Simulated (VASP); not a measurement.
## TiSe: single point with PBEsol

The system is TiSe.

```
Ti Se
1.0
     0.00000    2.86946    2.86946
     2.86946    0.00000    2.86946
     2.86946    2.86946    0.00000
Ti Se
1 1
Direct
  0.00000 0.00000 0.00000
  0.25000 0.25000 0.25000
```

This cell differs from its parent crystal: volume scaled by 1.020.

```
Program             : VASP 6.6.1
Task                : single point
Functional          : PBEsol
Potentials or basis : VASP PAW PBE potentials, release 64 (Ti_sv, Se)
Cutoff              : 520 eV
k mesh              : 10 × 10 × 10
Occupations         : gaussian, width 0.05 eV
Spin                : collinear spin, ferromagnetic start
Starting moments    : [0.79, 0.0] μB
```

```
Pressure                                              : -1.1 GPa
Net moment                                            : 1.05 μB per cell
Site moments                                          : Ti +0.86; Se -0.03 μB
Valence electrons inside the program's atomic spheres : Ti 10.25; Se 3.98
```

Levels at points of the mesh, in eV from the Fermi level:
Spin up:
```
           k point  band 7  band 8  band 9  band 10  band 11  band 12  band 13  band 14
(0.00, 0.00, 0.00)   -4.14   -4.14   -0.16    -0.16     0.87     3.27     3.27     3.27
(0.50, 0.00, 0.00)   -3.95   -3.95    0.07     0.07     0.23     1.79     1.79     3.31
(0.50, 0.50, 0.00)   -3.78   -3.78   -1.12     0.11     0.37     0.77     0.77     4.32
```
Spin down:
```csv
k point,band 4,band 5,band 6,band 7,band 8,band 9,band 10,band 11,band 12,band 13
"(0.00, 0.00, 0.00)",-33.12,-14.54,-3.93,-3.93,-3.93,0.78,0.78,1.11,3.72,3.72
"(0.50, 0.00, 0.00)",-33.12,-13.94,-5.54,-3.74,-3.74,0.80,0.97,0.97,2.28,2.28
"(0.50, 0.50, 0.00)",-33.13,-13.75,-5.56,-3.65,-3.65,-0.71,0.91,1.37,1.37,1.39
```

It took 36 s on 1 thread of AMD EPYC 9R45 96-Core Processor (Zen 5), with other jobs on the host, peak memory 0.2 GiB.

Caveat: the PAW data sets were made with another functional, which shifts forces and pressure a little.
